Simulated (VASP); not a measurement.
# Mg16Se3S13 (P1) in VASP: single point with PBEsol

Aim: the single point of Mg16Se3S13 with PBEsol.

All numbers are computed with VASP 6.6.1; they aren't measurements. Logs are shortened: lines on timing, memory, paths and dates and some standing lists are left out, and cuts for length are marked.

## (1) The cell of the first run

The typed cell holds 64 atoms: a = 10.469 Å, b = 10.469 Å, c = 10.469 Å, α = 90.00°, β = 90.00°, γ = 90.00°.

## (2) Single point, PBEsol

Input file INCAR:

```
ALGO     = Normal         # electronic algorithm
EDIFF    = 1E-6           # SCF threshold, eV
ENCUT    = 520            # plane-wave cutoff, eV
GGA      = PS             # functional
ISIF     = 2              # what is computed and relaxed
ISMEAR   = -1             # smearing method
ISYM     = 0            
LASPH    = True           # aspherical terms in the spheres
LCHARG   = False          # write CHGCAR
LREAL    = Auto         
LWAVE    = False          # write WAVECAR
NBANDS   = 166            # bands
NELM     = 60             # most SCF steps
PREC     = Accurate       # precision mode
SIGMA    = 0.05           # smearing width, eV
```

Input file KPOINTS:

```
Automatic mesh
0
Gamma
  1 1 1
  0.25 0.25 0.25
```

Input file POSCAR:

```
Mg16Se3S13
1.0
   10.4693032731      0.0000000000      0.0000000000
    0.0000000000     10.4693032731      0.0000000000
    0.0000000000      0.0000000000     10.4693032731
Se S Mg
6 26 32
Direct
    0.2502030000      0.9984290000      0.9999750000
    0.2508550000      0.5016070000      0.9993810000
    0.9975700000      0.2493280000      0.9993260000
    0.9986810000      0.5009460000      0.2510150000
    0.2507700000      0.2494460000      0.2516120000
    0.2501680000      0.2500380000      0.7483730000
    0.2497300000      0.9984430000      0.5000700000
    0.2505460000      0.5016600000      0.5007700000
    0.7487740000      0.9990260000      0.9999660000
    0.7494840000      0.9997580000      0.5000710000
    0.7482080000      0.5008970000      0.9992010000
    0.7488450000      0.5001790000      0.5008520000
    0.9978520000      0.2490270000      0.5007770000
    0.9979310000      0.7507880000      0.9991750000
    0.9994490000      0.7507190000      0.5007990000
    0.5030800000      0.2498320000      0.9998150000
    0.5012700000      0.2498600000      0.4999040000
    0.5011890000      0.7499080000      0.9998660000
    0.4997000000      0.7498780000      0.4999030000
    0.9977500000      0.9983390000      0.2516330000
    0.9977780000      0.9982250000      0.7482970000
    0.9979440000      0.5017420000      0.7484290000
    0.5012240000      0.9990340000      0.2508230000
    0.5012310000      0.9990170000      0.7490300000
    0.5012640000      0.5008210000      0.2507550000
    0.5013780000      0.5008450000      0.7489520000
    0.2504620000      0.7507830000      0.2516230000
    0.2497270000      0.7501000000      0.7483680000
    0.7480700000      0.2491450000      0.2510420000
    0.7488580000      0.2499450000      0.7491850000
    0.7487270000      0.7506300000      0.2501060000
    0.7494460000      0.7499840000      0.7498090000
    0.9930650000      0.9947190000      0.9984060000
    0.9982660000      0.9987220000      0.5009630000
    0.9929370000      0.5055030000      0.9941730000
    0.9982890000      0.5010450000      0.5050080000
    0.5056880000      0.9986790000      0.9995540000
    0.5009840000      0.9997960000      0.5001140000
    0.5056960000      0.5011780000      0.9985070000
    0.5010830000      0.5000300000      0.5010120000
    0.2564350000      0.2500850000      0.0000770000
    0.2509170000      0.2501200000      0.4999480000
    0.2508020000      0.7499700000      0.0000320000
    0.2498170000      0.7500460000      0.4999990000
    0.7451540000      0.2499810000      0.0002880000
    0.7484610000      0.2499950000      0.5001220000
    0.7483770000      0.7499030000      0.0000070000
    0.7493870000      0.7499840000      0.4999990000
    0.2508820000      0.9938420000      0.2564180000
    0.2495750000      0.9936980000      0.7436550000
    0.2555270000      0.5066990000      0.2566850000
    0.2509730000      0.5064640000      0.7437550000
    0.7483880000      0.9985340000      0.2513120000
    0.7492920000      0.9986140000      0.7486790000
    0.7447630000      0.5013230000      0.2515300000
    0.7486490000      0.5012800000      0.7487550000
    0.9928440000      0.2439940000      0.2554610000
    0.9930900000      0.2484800000      0.7447460000
    0.9981930000      0.7549780000      0.2512400000
    0.9982510000      0.7510180000      0.7488300000
    0.5055790000      0.2486450000      0.2510560000
    0.5057720000      0.2497450000      0.7487000000
    0.5009460000      0.7511690000      0.2500360000
    0.5009310000      0.7500910000      0.7496540000
```

Potentials or basis: VASP PAW PBE potentials, release 64 (Se, S, Mg).

The run is started by

```sh
> cat potpaw_PBE.64/Se/POTCAR potpaw_PBE.64/S/POTCAR potpaw_PBE.64/Mg/POTCAR > POTCAR
> mpirun -np 1 vasp_std > vasp.out
```

OUTCAR:

```text
EDIFF = 1E-6
   ENCUT = 520
   GGA = PS
   ISIF = 2
   ISMEAR = -1
   ISYM = 0
   LASPH = True
   LREAL = Auto
   NELM = 60
   PREC = Accurate

 ion  position               nearest neighbor table
   1  0.250  0.998  1.000-  43 2.60  41 2.64  37 2.67  50 2.68  49 2.69  33 2.69
   2  0.251  0.502  0.999-  43 2.60  41 2.63  39 2.67  52 2.68  51 2.69  35 2.70
   3  0.998  0.249  0.999-  45 2.64  58 2.67  33 2.67  57 2.68  35 2.68  41 2.71
   4  0.999  0.501  0.251-  55 2.66  36 2.66  59 2.66  35 2.69  51 2.69  57 2.69
   5  0.251  0.249  0.252-  42 2.60  41 2.63  61 2.67  49 2.68  51 2.69  57 2.70
   6  0.250  0.250  0.748-  42 2.60  41 2.64  62 2.68  50 2.68  52 2.69  58 2.69
[... 64 lines left out ...]
  55  0.745  0.501  0.252-  25 2.55  31 2.61  12 2.61  29 2.64  11 2.64   4 2.66  61 3.64  39 3.64
                            40 3.65  63 3.65
  56  0.749  0.501  0.749-  26 2.59  12 2.60  32 2.60  22 2.61  11 2.62  30 2.63  35 3.63  39 3.65
                            36 3.65
  57  0.993  0.244  0.255-  29 2.56  13 2.57  20 2.57   3 2.68   4 2.69   5 2.70  46 3.62  53 3.63
                            34 3.63
  58  0.993  0.248  0.745-  13 2.55  30 2.56  21 2.62  22 2.65   3 2.67   6 2.69  46 3.62  36 3.65
                            34 3.65  54 3.66
  59  0.998  0.755  0.251-  20 2.55  31 2.61  15 2.61  14 2.64  27 2.64   4 2.66  49 3.64  33 3.65
                            53 3.65  34 3.65
  60  0.998  0.751  0.749-  21 2.59  15 2.60  32 2.60  22 2.61  14 2.62  28 2.63  35 3.63  33 3.65
                            36 3.66
  61  0.506  0.249  0.251-  29 2.54  17 2.61  23 2.61  16 2.63  25 2.64   5 2.67  45 3.63  46 3.64
                            55 3.64  53 3.65
  62  0.506  0.250  0.749-  30 2.54  17 2.61  24 2.63  16 2.63  26 2.63   6 2.68  45 3.64  46 3.64

  63  0.501  0.751  0.250-  31 2.59  23 2.59  19 2.62  18 2.62  25 2.62  27 2.62  51 3.63  49 3.65
                            55 3.65
  64  0.501  0.750  0.750-  32 2.60  24 2.61  26 2.61  19 2.61  18 2.62  28 2.63  52 3.65

IMPORTANT INFORMATION: All symmetrisations will be switched off!
NOSYMM: (Re-)initialisation of all symmetry stuff for point group C_1.

----------------------------------------------------------------------------------------

                                     Primitive cell

  volume of cell :    1147.5017

  direct lattice vectors                    reciprocal lattice vectors
    10.469303273  0.000000000  0.000000000     0.095517340  0.000000000  0.000000000
     0.000000000 10.469303273  0.000000000     0.000000000  0.095517340  0.000000000
     0.000000000  0.000000000 10.469303273     0.000000000  0.000000000  0.095517340

  length of vectors
    10.469303273 10.469303273 10.469303273     0.095517340  0.095517340  0.095517340

  position of ions in fractional coordinates (direct lattice)
     0.250203000  0.998429000  0.999975000
     0.250855000  0.501607000  0.999381000
     0.997570000  0.249328000  0.999326000
     0.998681000  0.500946000  0.251015000
     0.250770000  0.249446000  0.251612000
     0.250168000  0.250038000  0.748373000
[... 56 lines left out ...]
     0.500946000  0.751169000  0.250036000
     0.500931000  0.750091000  0.749654000

  ion indices of the primitive-cell ions
   primitive index   ion index
                 1           1
                 2           2
                 3           3
                 4           4
                 5           5
                 6           6
[... 56 lines left out ...]
                63          63
                64          64

----------------------------------------------------------------------------------------

 KPOINTS: Automatic mesh

Automatic generation of k-mesh.
 Grid dimensions read from file:
 generate k-points for:    1    1    1

 Generating k-lattice:

  Cartesian coordinates                     Fractional coordinates (reciprocal lattice)
     0.095517340  0.000000000  0.000000000     1.000000000  0.000000000  0.000000000
     0.000000000  0.095517340  0.000000000     0.000000000  1.000000000  0.000000000
     0.000000000  0.000000000  0.095517340     0.000000000  0.000000000  1.000000000

  Length of vectors
     0.095517340  0.095517340  0.095517340

  Shift w.r.t. Gamma in fractional coordinates (k-lattice)
     0.250000000  0.250000000  0.250000000

 Subroutine IBZKPT returns following result:
 ===========================================

 Found      4 irreducible k-points:

 Following reciprocal coordinates:
            Coordinates               Weight
  0.250000  0.250000  0.250000      2.000000
 -0.250000  0.250000  0.250000      2.000000
 -0.250000 -0.250000  0.250000      2.000000
  0.250000 -0.250000  0.250000      2.000000
   k-points           NKPTS =      4   k-points in BZ     NKDIM =      4   number of bands    NBANDS=    166
   number of dos      NEDOS =    301   number of ions     NIONS =     64
   total plane-waves  NPLWV = 512000
   dimension x,y,z NGX =    80 NGY =   80 NGZ =   80
   dimension x,y,z NGXF=   160 NGYF=  160 NGZF=  160
   ions per type =               6  26  32
   NGX,Y,Z   is equivalent  to a cutoff of  12.70, 12.70, 12.70 a.u.
   NGXF,Y,Z  is equivalent  to a cutoff of  25.41, 25.41, 25.41 a.u.
 SYSTEM =  unknown system
   PREC   = accura    normal or accurate (medium, high low for compatibility)
   ISTART =      0    job   : 0-new  1-cont  2-samecut
   ICHARG =      2    charge: 1-file 2-atom 10-const
   ISPIN  =      1    spin polarized calculation?
   LNONCOLLINEAR =      F non collinear calculations
   LSORBIT =      F    spin-orbit coupling
   LASPH  =      T    aspherical Exc in radial PAW
   ENCUT  =  520.0 eV  38.22 Ry    6.18 a.u.  19.47 19.47 19.47*2*pi/ulx,y,z
   NELM   =     60;   NELMIN=  2; NELMDL= -5     # of ELM steps
   EDIFF  = 0.1E-05   stopping-criterion for ELM
   LREAL  =      T    real-space projection
   EDIFFG = 0.1E-04   stopping-criterion for IOM
   NSW    =      0    number of steps for IOM
   IBRION =     -1    ionic relax: 0-MD 1-quasi-New 2-CG
   NFREE  =      0    steps in history (QN), initial steepest desc. (CG)
   ISIF   =      2    stress and relaxation
   ISYM   =      0    0-nonsym 1-usesym 2-fastsym
   POTIM  = 0.5000    time-step for ionic-motion
   TEBEG  =    0.0;   TEEND  =   0.0 temperature during run
   PSTRESS=    0.0 pullay stress
   NELECT =     256.0000    total number of electrons
   NUPDOWN=      -1.0000    fix difference up-down
   EMIN   =  10.00;   EMAX   =-10.00  energy-range for DOS
   EFERMI =   0.00;   METHOD = LEGACY
   ISMEAR =    -1;   SIGMA  =   0.05  broadening in eV -4-tet -1-fermi 0-gaus
   EFERMI_NEDOS =   21; number of points for ismear=-14 and -15
   IALGO  =     38    algorithm
   IMIX   =      4    mixing-type and parameters
     AMIX     =   0.40;   BMIX     =  1.00
     AMIX_MAG =   1.60;   BMIX_MAG =  1.00
  volume/ion in A,a.u.               =      17.93       121.00
  Fermi-wavevector in a.u.,A,eV,Ry     =   0.992896  1.876301 13.413198  0.985842
  Thomas-Fermi vector in A             =   2.124740
   LORBIT       =      0    0 simple, 1 ext, 2 COOP (PROOUT), +10 PAW based schemes
   GGA     = PS    functional components
   LHFCALC =     F    Hartree Fock is set to
   AEXX    =    0.0000 exact exchange contribution
   IVDW    =     0    specifies the selected vdW correction
   LEPSILON=     F    determine dielectric tensor
   LRPA    =     F    only Hartree local field effects (RPA)
 non-spin polarized calculation
  energy-cutoff  :      520.00
  volume of cell :     1147.50
 maximum number of plane-waves:     30901
 NGX is ok and might be reduce to    80
   NGX = 39   NGY = 39   NGZ = 39

 number of electron     256.0000033 magnetization

 Free energy of the ion-electron system (eV)
  ---------------------------------------------------
  ext. energy  EPLUGINS =         0.00000000
  ---------------------------------------------------
  free energy    TOTEN  =      -284.07212065 eV

  energy without entropy =     -284.07212065  energy(sigma->0) =     -284.07212065

 E-fermi :   4.8981     XC(G=0):  -9.8310

 val. band max:        3.6455119978   @ k =   0.2500   0.2500   0.2500
 cond. band min:       6.7644525688   @ k =   0.2500   0.2500   0.2500
 fundamental gap:      3.1189405710
 Fermi energy:         4.8980772768

 k-point     1 :       0.2500    0.2500    0.2500
  band No.  band energies     occupation
      1      -9.0043      2.00000
      2      -8.6366      2.00000
      3      -8.6259      2.00000
      4      -8.6234      2.00000
      5      -8.3227      2.00000
      6      -8.3119      2.00000
[... 561 lines left out ...]
    139       8.1365      0.00000
    140       8.1490      0.00000
 [bands above 140 left out]

------------------------ aborting loop because EDIFF is reached ----------------------------------------

  FORCE on cell =-STRESS in cart. coord.  units (eV):
  Direction    XX          YY          ZZ          XY          YZ          ZX
  --------------------------------------------------------------------------------------
  -------------------------------------------------------------------------------------
  Total       -1.3050893     -1.0755234     -1.0777997      0.0588211     -0.0240748      0.0521148
  in kB       -1.8222060     -1.5016789     -1.5048572      0.0821279     -0.0336140      0.0727643
  external PRESSURE =      -1.6095807 kB  Pullay stress =       0.0000000 kB

 VOLUME and BASIS-vectors are now :
 -----------------------------------------------------------------------------
  energy-cutoff  :      520.00
  volume of cell :     1147.50
      direct lattice vectors                 reciprocal lattice vectors
    10.469303273  0.000000000  0.000000000     0.095517340  0.000000000  0.000000000
     0.000000000 10.469303273  0.000000000     0.000000000  0.095517340  0.000000000
     0.000000000  0.000000000 10.469303273     0.000000000  0.000000000  0.095517340

 POSITION                                       TOTAL-FORCE (eV/Angst)
 -----------------------------------------------------------------------------------
      2.61945     10.45286     10.46904        -0.002478     -0.026890      0.001091
      2.62628      5.25148     10.46282        -0.001155      0.015650     -0.003177
     10.44386      2.61029     10.46225        -0.011710     -0.001024      0.000969
     10.45549      5.24456      2.62795        -0.012539      0.004324      0.007404
      2.62539      2.61153      2.63420         0.000019     -0.007283      0.015790
      2.61908      2.61772      7.83494         0.000718     -0.002977     -0.024504
[... 56 lines left out ...]
      5.24456      7.86422      2.61770        -0.001064     -0.002716      0.001395
      5.24440      7.85293      7.84836         0.002207      0.001940      0.001627
 -----------------------------------------------------------------------------------
    total drift:                                0.004488     -0.020249     -0.011406

  FREE ENERGIE OF THE ION-ELECTRON SYSTEM (eV)
  ---------------------------------------------------
  free  energy   TOTEN  =      -284.0721206515 eV

  energy  without entropy=     -284.0721206514  energy(sigma->0) =     -284.07212065
```

Wall time 25 min (1 thread of Oxide Virtual Turin-like, shared host); peak memory 1.2 GiB.

What came out:

```yaml
Free_energy: -284.0721 eV
Pressure: -0.2 GPa
Largest_force: 0.027 eV/Å
Band_gap_on_the_k_mesh: 3.12 eV
```

Forces on the atoms (eV/Å):
```
Se  -0.002 -0.027  0.001
Se  -0.001  0.016 -0.003
Se  -0.012 -0.001  0.001
Se  -0.013  0.004  0.007
Se   0.000 -0.007  0.016
Se   0.001 -0.003 -0.025
S    0.000 -0.004 -0.001
S    0.001  0.001  0.001
S   -0.001 -0.002  0.000
S   -0.002  0.001 -0.002
S   -0.005  0.000  0.002
S    0.002 -0.003 -0.004
S    0.001  0.003 -0.001
S   -0.004 -0.002  0.000
S   -0.001 -0.002 -0.004
S   -0.002  0.004  0.003
S    0.004  0.003  0.007
S    0.005  0.007  0.000
S    0.007  0.007  0.002
S    0.004 -0.004  0.002
S    0.002 -0.002 -0.006
S    0.000 -0.003 -0.007
S    0.003  0.000 -0.001
S    0.000  0.002 -0.002
S    0.004  0.000  0.002
S   -0.002 -0.002  0.002
S    0.001  0.004  0.003
S    0.001  0.000 -0.002
S    0.000  0.000  0.000
S   -0.002 -0.002 -0.004
S    0.003  0.002  0.004
S    0.000  0.002  0.002
Mg  -0.005 -0.002  0.002
Mg  -0.001  0.000  0.004
Mg  -0.002  0.005 -0.010
Mg  -0.001  0.005  0.004
Mg   0.006 -0.001  0.004
Mg   0.000 -0.004  0.001
Mg   0.002 -0.001  0.001
Mg  -0.002  0.002  0.002
Mg   0.002  0.003  0.001
Mg   0.001  0.001  0.001
Mg   0.004  0.000  0.003
Mg  -0.002 -0.001 -0.001
Mg  -0.005  0.002 -0.005
Mg   0.001  0.000 -0.001
Mg   0.004  0.002  0.000
Mg   0.000  0.000  0.000
Mg   0.002 -0.006  0.005
Mg   0.002 -0.005 -0.005
Mg   0.008  0.004  0.002
Mg   0.003  0.005 -0.002
Mg   0.002  0.002  0.002
Mg   0.002 -0.001 -0.002
Mg  -0.008  0.002 -0.002
Mg  -0.003  0.002 -0.002
Mg  -0.003 -0.005  0.006
Mg  -0.005 -0.001 -0.003
Mg  -0.001  0.002  0.000
Mg  -0.001  0.002 -0.001
Mg   0.004 -0.001  0.002
Mg   0.003 -0.001 -0.001
Mg  -0.001 -0.003  0.001
Mg   0.002  0.002  0.002
```

Levels at points of the mesh, in eV from the valence-band top:
```csv
k point,band 126,band 127,band 128,band 129,band 130,band 131
"(0.25, 0.25, 0.25)",-0.26,-0.06,0.00,3.12,3.13,3.14
```

Caveat: the PAW data sets were made with another functional, which shifts forces and pressure a little; a shifted mesh leaves out Γ, where band edges can lie.
